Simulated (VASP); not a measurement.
# MnO2 (P6_3/mmc) in VASP: notebook

MnO2 is run at these levels: r2SCAN, PBEsol; tasks: single point.

Everything below comes from runs of VASP 6.6.1. Logs are shortened: lines on timing, memory, paths and dates and some standing lists are left out, and cuts for length are marked.

### Step 1. The cell of the first run

The structure is hexagonal, space group P6_3/mmc (No. 194). The conventional cell has a = 2.851 Å, b = 2.851 Å, c = 10.413 Å, α = 90.00°, β = 90.00°, γ = 120.00°. Within 2.5 Å of Mn (site symmetry -3m) lie 6 O at 1.90 Å. Within 2.5 Å of O (site symmetry 3m) lie 3 Mn at 1.90 Å.

### Step 2. Single point, r2SCAN, collinear spin, ferromagnetic start

The input, POSCAR:

```
MnO2
1.0
    2.8508069940      0.0000000000      0.0000000000
   -1.4254034970      2.4688712781      0.0000000000
    0.0000000000      0.0000000000     10.4126914782
Mn O
2 4
Direct
    0.0000000000      0.0000000000      0.5000000000
    0.0000000000      0.0000000000      0.0000000000
    0.6666666667      0.3333333333      0.4088950991
    0.6666666667      0.3333333333      0.0911049009
    0.3333333333      0.6666666667      0.5911049009
    0.3333333333      0.6666666667      0.9088950991
```

The input, INCAR.step1:

```
PREC = Accurate ; ENCUT = 520
ISMEAR = -1 ; SIGMA = 0.05
LREAL = False ; LASPH = True
NELM = 150 ; ISPIN = 2
MAGMOM = 4 4 0 0 0 0 ; LMAXMIX = 4
NBANDS = 38 ; GGA = PE
ALGO = Normal ; EDIFF = 1E-4
LWAVE = True ; LCHARG = False
```

The input, INCAR.step2:

```
PREC = Accurate ; ENCUT = 520
EDIFF = 1E-7 ; ISMEAR = -1
SIGMA = 0.05 ; LREAL = False
LASPH = True ; NELM = 150
ALGO = Normal ; ISIF = 2
LWAVE = False ; LCHARG = False
ISPIN = 2 ; MAGMOM = 4 4 0 0 0 0
LORBIT = 11 ; LMAXMIX = 4
METAGGA = R2SCAN ; LMIXTAU = True
NBANDS = 38 ; ISTART = 1
```

The input, KPOINTS:

```
Automatic mesh
0
Gamma
  11 11 3
```

Potentials or basis: VASP PAW PBE potentials, release 64 (Mn_pv, O).

Started as:

```console
$ cat potpaw_PBE.64/Mn_pv/POTCAR potpaw_PBE.64/O/POTCAR > POTCAR
$ cp INCAR.step1 INCAR
$ mpirun -np 1 vasp_std > vasp.out
$ cp INCAR.step2 INCAR
$ mpirun -np 1 vasp_std > vasp.out
```

OUTCAR:

```text
PREC = Accurate
   ENCUT = 520
   EDIFF = 1E-7
   ISMEAR = -1
   LREAL = False
   LASPH = True
   NELM = 150
   ISIF = 2
   ISPIN = 2
   LORBIT = 11
   METAGGA = R2SCAN
   ISTART = 1

 ion  position               nearest neighbor table
   1  0.000  0.000  0.500-   3 1.90   5 1.90   3 1.90   5 1.90   3 1.90   5 1.90
   2  0.000  0.000  0.000-   4 1.90   6 1.90   4 1.90   6 1.90   4 1.90   6 1.90
   3  0.667  0.333  0.409-   1 1.90   1 1.90   1 1.90
   4  0.667  0.333  0.091-   2 1.90   2 1.90   2 1.90
   5  0.333  0.667  0.591-   1 1.90   1 1.90   1 1.90
   6  0.333  0.667  0.909-   2 1.90   2 1.90   2 1.90

  LATTYP: Found a hexagonal cell.
 ALAT       =     2.8508069940
 C/A-ratio  =     3.6525417189

  Lattice vectors:

 A1 = (   2.8508069940,   0.0000000000,   0.0000000000)
 A2 = (  -1.4254034970,   2.4688712781,   0.0000000000)
 A3 = (   0.0000000000,   0.0000000000,  10.4126914782)

Analysis of symmetry for initial positions (statically):
=====================================================================
 Subroutine PRICEL returns:
 Original cell was already a primitive cell.

 Routine SETGRP: Setting up the symmetry group for a
 hexagonal supercell.

 Subroutine GETGRP returns: Found 24 space group operations
 (whereof 12 operations were pure point group operations)
 out of a pool of 24 trial point group operations.

The static configuration has the point symmetry D_3d.
 The point group associated with its full space group is D_6h.

Analysis of symmetry for dynamics (positions and initial velocities):
=====================================================================
 Subroutine PRICEL returns:
 Original cell was already a primitive cell.

 Routine SETGRP: Setting up the symmetry group for a
 hexagonal supercell.

 Subroutine GETGRP returns: Found 24 space group operations
 (whereof 12 operations were pure point group operations)
 out of a pool of 24 trial point group operations.

The dynamic configuration has the point symmetry D_3d.
 The point group associated with its full space group is D_6h.

Analysis of structural, dynamic, and magnetic symmetry:
=====================================================================
 Subroutine PRICEL returns:
 Original cell was already a primitive cell.

 Routine SETGRP: Setting up the symmetry group for a
 hexagonal supercell.

 Subroutine GETGRP returns: Found 24 space group operations
 (whereof 12 operations were pure point group operations)
 out of a pool of 24 trial point group operations.

The overall configuration has the point symmetry D_3d.
 The point group associated with its full space group is D_6h.

 Subroutine INISYM returns: Found 24 space group operations
 (whereof 12 operations are pure point group operations),
 and found     1 'primitive' translations

----------------------------------------------------------------------------------------

                                     Primitive cell

  volume of cell :      73.2874

  direct lattice vectors                    reciprocal lattice vectors
     2.850806994  0.000000000  0.000000000     0.350777868  0.202521697  0.000000000
    -1.425403497  2.468871278  0.000000000     0.000000000  0.405043393  0.000000000
     0.000000000  0.000000000 10.412691478     0.000000000  0.000000000  0.096036649

  length of vectors
     2.850806994  2.850806994 10.412691478     0.405043393  0.405043393  0.096036649

  position of ions in fractional coordinates (direct lattice)
     0.000000000  0.000000000  0.500000000
     0.000000000  0.000000000  0.000000000
     0.666666667  0.333333333  0.408895099
     0.666666667  0.333333333  0.091104901
     0.333333333  0.666666667  0.591104901
     0.333333333  0.666666667  0.908895099

  ion indices of the primitive-cell ions
   primitive index   ion index
                 1           1
                 2           2
                 3           3
                 4           4
                 5           5
                 6           6

[... 28 lines left out ...]
  0.000000  0.000000  0.000000      1.000000
  0.090909 -0.000000  0.000000      6.000000
  0.181818 -0.000000  0.000000      6.000000
  0.272727  0.000000  0.000000      6.000000
  0.363636 -0.000000  0.000000      6.000000
  0.454545 -0.000000  0.000000      6.000000
[... 16 lines left out ...]
  0.090909  0.090909  0.333333     12.000000
  0.181818  0.090909  0.333333     24.000000
 [... further k-points ...]
   k-points           NKPTS =     32   k-points in BZ     NKDIM =     32   number of bands    NBANDS=     38
   number of dos      NEDOS =    301   number of ions     NIONS =      6
   total plane-waves  NPLWV =  46080
   dimension x,y,z NGX =    24 NGY =   24 NGZ =   80
   dimension x,y,z NGXF=    48 NGYF=   48 NGZF=  160
   ions per type =               2   4
   NGX,Y,Z   is equivalent  to a cutoff of  14.00, 14.00, 12.77 a.u.
   NGXF,Y,Z  is equivalent  to a cutoff of  27.99, 27.99, 25.55 a.u.
 SYSTEM =  unknown system
   PREC   = accura    normal or accurate (medium, high low for compatibility)
   ISTART =      1    job   : 0-new  1-cont  2-samecut
   ICHARG =      0    charge: 1-file 2-atom 10-const
   ISPIN  =      2    spin polarized calculation?
   LNONCOLLINEAR =      F non collinear calculations
   LSORBIT =      F    spin-orbit coupling
   LASPH  =      T    aspherical Exc in radial PAW
   ENCUT  =  520.0 eV  38.22 Ry    6.18 a.u.   5.30  5.30 19.36*2*pi/ulx,y,z
   NELM   =    150;   NELMIN=  2; NELMDL=  0     # of ELM steps
   EDIFF  = 0.1E-06   stopping-criterion for ELM
   LREAL  =      F    real-space projection
   EDIFFG = 0.1E-05   stopping-criterion for IOM
   NSW    =      0    number of steps for IOM
   IBRION =     -1    ionic relax: 0-MD 1-quasi-New 2-CG
   NFREE  =      0    steps in history (QN), initial steepest desc. (CG)
   ISIF   =      2    stress and relaxation
   ISYM   =      2    0-nonsym 1-usesym 2-fastsym
   POTIM  = 0.5000    time-step for ionic-motion
   TEBEG  =    0.0;   TEEND  =   0.0 temperature during run
   PSTRESS=    0.0 pullay stress
   NELECT =      50.0000    total number of electrons
   NUPDOWN=      -1.0000    fix difference up-down
   EMIN   =  10.00;   EMAX   =-10.00  energy-range for DOS
   EFERMI =   0.00;   METHOD = LEGACY
   ISMEAR =    -1;   SIGMA  =   0.05  broadening in eV -4-tet -1-fermi 0-gaus
   EFERMI_NEDOS =   21; number of points for ismear=-14 and -15
   IALGO  =     38    algorithm
   IMIX   =      4    mixing-type and parameters
     AMIX     =   0.40;   BMIX     =  1.00
     AMIX_MAG =   1.60;   BMIX_MAG =  1.00
  volume/ion in A,a.u.               =      12.21        82.43
  Fermi-wavevector in a.u.,A,eV,Ry     =   1.441192  2.723457 28.259756  2.077033
  Thomas-Fermi vector in A             =   2.559851
   LORBIT       =     11    0 simple, 1 ext, 2 COOP (PROOUT), +10 PAW based schemes
   METAGGA = R2SCAN    functional components
   LHFCALC =     F    Hartree Fock is set to
   AEXX    =    0.0000 exact exchange contribution
   IVDW    =     0    specifies the selected vdW correction
   LEPSILON=     F    determine dielectric tensor
   LRPA    =     F    only Hartree local field effects (RPA)
 spin polarized calculation
  energy-cutoff  :      520.00
  volume of cell :       73.29
 maximum number of plane-waves:      1995
 NGX is ok and might be reduce to    24
   NGX = 11   NGY = 11   NGZ = 39

 number of electron      49.9999965 magnetization       5.9999985

 Free energy of the ion-electron system (eV)
  ---------------------------------------------------
  ext. energy  EPLUGINS =         0.00000000
  ---------------------------------------------------
  free energy    TOTEN  =       -65.02671765 eV

  energy without entropy =      -65.02671765  energy(sigma->0) =      -65.02671765

 E-fermi :   2.2290     XC(G=0): -10.5558

 val. band max:        1.2110938944   @ k =   0.0909  -0.0000   0.0000
 cond. band min:       3.1992679149   @ k =   0.0000   0.0000   0.0000
 fundamental gap:      1.9881740205
 Fermi energy:         2.2289654244

 spin component 1

 k-point     1 :       0.0000    0.0000    0.0000
  band No.  band energies     occupation
      1     -50.9581      1.00000
      2     -50.9581      1.00000
      3     -50.9316      1.00000
      4     -50.9316      1.00000
      5     -50.9315      1.00000
      6     -50.9315      1.00000
[... 949 lines left out ...]
     36      14.5929      0.00000
     37      16.3119      0.00000

 [... further k-points ...]

 spin component 2

 k-point     1 :       0.0000    0.0000    0.0000
  band No.  band energies     occupation
      1     -46.8460      1.00000
      2     -46.8460      1.00000
      3     -46.8459      1.00000
      4     -46.8459      1.00000
      5     -46.6524      1.00000
      6     -46.6524      1.00000
[... 949 lines left out ...]
     36      15.2639      0.00000
     37      17.0496      0.00000

 [... further k-points ...]

 [bands above 37 left out]

------------------------ aborting loop because EDIFF is reached ----------------------------------------

  FORCE on cell =-STRESS in cart. coord.  units (eV):
  Direction    XX          YY          ZZ          XY          YZ          ZX
  --------------------------------------------------------------------------------------
  -------------------------------------------------------------------------------------
  Total        0.5490293      0.5490293      0.2253311      0.0000000     -0.0000000      0.0000000
  in kB       12.0026407     12.0026407      4.9260912      0.0000000     -0.0000000      0.0000000
  external PRESSURE =       9.6437909 kB  Pullay stress =       0.0000000 kB

 VOLUME and BASIS-vectors are now :
 -----------------------------------------------------------------------------
  energy-cutoff  :      520.00
  volume of cell :       73.29
      direct lattice vectors                 reciprocal lattice vectors
     2.850806994  0.000000000  0.000000000     0.350777868  0.202521697  0.000000000
    -1.425403497  2.468871278  0.000000000     0.000000000  0.405043393  0.000000000
     0.000000000  0.000000000 10.412691478     0.000000000  0.000000000  0.096036649

 POSITION                                       TOTAL-FORCE (eV/Angst)
 -----------------------------------------------------------------------------------
      0.00000      0.00000      5.20635         0.000000      0.000000      0.000000
      0.00000      0.00000      0.00000         0.000000      0.000000      0.000000
      1.42540      0.82296      4.25770         0.000000      0.000000     -0.085735
      1.42540      0.82296      0.94865         0.000000      0.000000      0.085735
     -0.00000      1.64591      6.15499        -0.000000     -0.000000      0.085735
     -0.00000      1.64591      9.46404        -0.000000     -0.000000     -0.085735
 -----------------------------------------------------------------------------------
    total drift:                               -0.000000      0.000000      0.000000

  FREE ENERGIE OF THE ION-ELECTRON SYSTEM (eV)
  ---------------------------------------------------
  free  energy   TOTEN  =       -65.0267176511 eV

  energy  without entropy=      -65.0267176508  energy(sigma->0) =      -65.02671765

 total charge

# of ion       s       p       d       tot
------------------------------------------
    1        0.385   6.472   4.867  11.724
    2        0.385   6.472   4.867  11.724
    3        1.586   3.450   0.000   5.036
    4        1.586   3.450   0.000   5.036
    5        1.586   3.450   0.000   5.036
    6        1.586   3.450   0.000   5.036
--------------------------------------------------
tot          7.114  26.743   9.735  43.592

 magnetization (x)

# of ion       s       p       d       tot
------------------------------------------
    1        0.030   0.039   2.858   2.927
    2        0.030   0.039   2.858   2.927
    3        0.004   0.006   0.000   0.010
    4        0.004   0.006   0.000   0.010
    5        0.004   0.006   0.000   0.010
    6        0.004   0.006   0.000   0.010
--------------------------------------------------
tot          0.075   0.103   5.717   5.895
```

Run time: 5.6 min. Hardware: 1 thread of Intel Xeon 6975P-C (Granite Rapids), shared host; peak memory 0.33 GiB.

Results:

```
Free energy                                           : -65.0267 eV
Pressure                                              : 1.0 GPa
Largest force                                         : 0.086 eV/Å
Band gap on the k mesh                                : 1.99 eV, indirect (least direct gap 2.06 eV)
Net moment                                            : 6.00 μB per cell
Site moments                                          : Mn +2.93; O +0.01 μB
Valence electrons inside the program's atomic spheres : Mn 11.72; O 5.04
```

Forces in eV/Å, atoms in the order of the input:
```
Mn   0.000  0.000  0.000
Mn   0.000  0.000  0.000
O    0.000  0.000 -0.086
O    0.000  0.000  0.086
O    0.000  0.000  0.086
O    0.000  0.000 -0.086
```

Caveat: the PAW data sets were made with another functional, which shifts forces and pressure a little; only a ferromagnetic start was run, and an antiferromagnetic order may lie lower in energy.

### Step 3. Single point, PBEsol, collinear spin, ferromagnetic start

This run uses another cell than the first one, of 12.97 Å³/atom, 1.062 times its volume.

The input, INCAR:

```
PREC = Accurate
ENCUT = 520
EDIFF = 1E-7
ISMEAR = -1
SIGMA = 0.05
LREAL = False
LASPH = True
NELM = 150
ALGO = Normal
ISIF = 2
LWAVE = False
LCHARG = False
ISPIN = 2
MAGMOM = 4 4 0 0 0 0
LORBIT = 11
LMAXMIX = 4
GGA = PS
NBANDS = 38
```

The input, KPOINTS:

```
regular mesh
0
Gamma
  11 11 3
```

The input, POSCAR:

```
MnO2
1.0
    2.8398596653      0.0000000000      0.0000000000
   -1.4199298326      2.4593906134      0.0000000000
    0.0000000000      0.0000000000     11.1425532182
Mn O
2 4
Direct
    0.0000000000      0.0000000000      0.5000000000
    0.0000000000      0.0000000000      0.0000000000
    0.6666666667      0.3333333333      0.4147376014
    0.6666666667      0.3333333333      0.0852623986
    0.3333333333      0.6666666667      0.5852623986
    0.3333333333      0.6666666667      0.9147376014
```

Potentials or basis: VASP PAW PBE potentials, release 64 (Mn_pv, O).

Started as:

```console
$ cat potpaw_PBE.64/Mn_pv/POTCAR potpaw_PBE.64/O/POTCAR > POTCAR
$ mpirun -np 1 vasp_std > vasp.out
```

OUTCAR:

```text
PREC = Accurate
   ENCUT = 520
   EDIFF = 1E-7
   ISMEAR = -1
   LREAL = False
   LASPH = True
   NELM = 150
   ISIF = 2
   ISPIN = 2
   LORBIT = 11
   GGA = PS

 ion  position               nearest neighbor table
   1  0.000  0.000  0.500-   3 1.89   5 1.89   3 1.89   5 1.89   3 1.89   5 1.89
   2  0.000  0.000  0.000-   4 1.89   6 1.89   4 1.89   6 1.89   4 1.89   6 1.89
   3  0.667  0.333  0.415-   1 1.89   1 1.89   1 1.89
   4  0.667  0.333  0.085-   2 1.89   2 1.89   2 1.89
   5  0.333  0.667  0.585-   1 1.89   1 1.89   1 1.89
   6  0.333  0.667  0.915-   2 1.89   2 1.89   2 1.89

  LATTYP: Found a hexagonal cell.
 ALAT       =     2.8398596653
 C/A-ratio  =     3.9236281125

  Lattice vectors:

 A1 = (   2.8398596653,   0.0000000000,   0.0000000000)
 A2 = (  -1.4199298326,   2.4593906134,   0.0000000000)
 A3 = (   0.0000000000,   0.0000000000,  11.1425532182)

Analysis of symmetry for initial positions (statically):
[... 2140 lines left out ...]
  -------------------------------------------------------------------------------------
  Total        0.4730191      0.4730191      0.2530648      0.0000000     -0.0000000     -0.0000000
  in kB        9.7382324      9.7382324      5.2099465      0.0000000     -0.0000000     -0.0000000
  external PRESSURE =       8.2288037 kB  Pullay stress =       0.0000000 kB

 VOLUME and BASIS-vectors are now :
 -----------------------------------------------------------------------------
  energy-cutoff  :      520.00
  volume of cell :       77.82
      direct lattice vectors                 reciprocal lattice vectors
     2.839859665  0.000000000  0.000000000     0.352130076  0.203302394  0.000000000
    -1.419929833  2.459390613  0.000000000     0.000000000  0.406604788  0.000000000
     0.000000000  0.000000000 11.142553218     0.000000000  0.000000000  0.089746038

 POSITION                                       TOTAL-FORCE (eV/Angst)
 -----------------------------------------------------------------------------------
      0.00000      0.00000      5.57128         0.000000     -0.000000      0.000000
      0.00000      0.00000      0.00000         0.000000     -0.000000      0.000000
      1.41993      0.81980      4.62124        -0.000000     -0.000000     -0.085443
      1.41993      0.81980      0.95004         0.000000     -0.000000      0.085443
     -0.00000      1.63959      6.52132         0.000000      0.000000      0.085443
     -0.00000      1.63959     10.19251         0.000000      0.000000     -0.085443
 -----------------------------------------------------------------------------------
    total drift:                               -0.000000      0.000000      0.000000

  FREE ENERGIE OF THE ION-ELECTRON SYSTEM (eV)
  ---------------------------------------------------
  free  energy   TOTEN  =       -50.1181192484 eV

  energy  without entropy=      -50.1180973809  energy(sigma->0) =      -50.11810831

 total charge

# of ion       s       p       d       tot
------------------------------------------
    1        0.366   6.489   4.951  11.806
    2        0.366   6.489   4.951  11.806
    3        1.577   3.405   0.000   4.982
    4        1.577   3.405   0.000   4.982
    5        1.577   3.405   0.000   4.982
    6        1.577   3.405   0.000   4.982
--------------------------------------------------
tot          7.041  26.597   9.902  43.540

 magnetization (x)

# of ion       s       p       d       tot
------------------------------------------
    1        0.030   0.040   2.752   2.822
    2        0.030   0.040   2.752   2.822
    3        0.004   0.044   0.000   0.048
    4        0.004   0.044   0.000   0.048
    5        0.004   0.044   0.000   0.048
    6        0.004   0.044   0.000   0.048
--------------------------------------------------
tot          0.075   0.258   5.503   5.836
```

OSZICAR:

```text
N       E                     dE             d eps       ncg     rms          rms(c)
DAV:   1     0.605951740428E+03    0.60595E+03   -0.27950E+04  4968   0.148E+03
DAV:   2    -0.475008440744E+01   -0.61070E+03   -0.56040E+03  5172   0.439E+02
DAV:   3    -0.633034959417E+02   -0.58553E+02   -0.57608E+02  5476   0.149E+02
[... 10 lines left out ...]
DAV:  14    -0.501181167632E+02   -0.72985E-04   -0.73292E-04  5350   0.203E-01    0.656E-02
DAV:  15    -0.501181176095E+02   -0.84630E-06   -0.68407E-05  5140   0.716E-02    0.235E-02
DAV:  16    -0.501181191500E+02   -0.15404E-05   -0.14738E-05  5170   0.288E-02    0.202E-02
DAV:  17    -0.501181191833E+02   -0.33384E-07   -0.12793E-05  5200   0.439E-02    0.441E-03
DAV:  18    -0.501181192960E+02   -0.11267E-06   -0.66631E-07  4758   0.502E-03    0.317E-03
DAV:  19    -0.501181192484E+02    0.47616E-07   -0.12033E-07  3548   0.434E-03
   1 F= -.50118119E+02 E0= -.50118108E+02  d E =-.218674E-04  mag=     5.9999
```

Wall time 8.8 min (1 thread of Oxide Virtual Turin-like, shared host); peak memory 0.28 GiB.

Results:

```
Free energy                                           : -50.1181 eV
Pressure                                              : 0.8 GPa
Largest force                                         : 0.085 eV/Å
Band gap on the k mesh                                : 0.78 eV, indirect (least direct gap 0.82 eV)
Net moment                                            : 6.00 μB per cell
Site moments                                          : Mn +2.82; O +0.05 μB
Valence electrons inside the program's atomic spheres : Mn 11.81; O 4.98
```

Forces on the atoms (eV/Å):
```
Mn   0.000  0.000  0.000
Mn   0.000  0.000  0.000
O    0.000  0.000 -0.085
O    0.000  0.000  0.085
O    0.000  0.000  0.085
O    0.000  0.000 -0.085
```

Caveat: the PAW data sets were made with another functional, which shifts forces and pressure a little; only a ferromagnetic start was run, and an antiferromagnetic order may lie lower in energy. As with any semilocal functional, this PBEsol gap is likely too small.
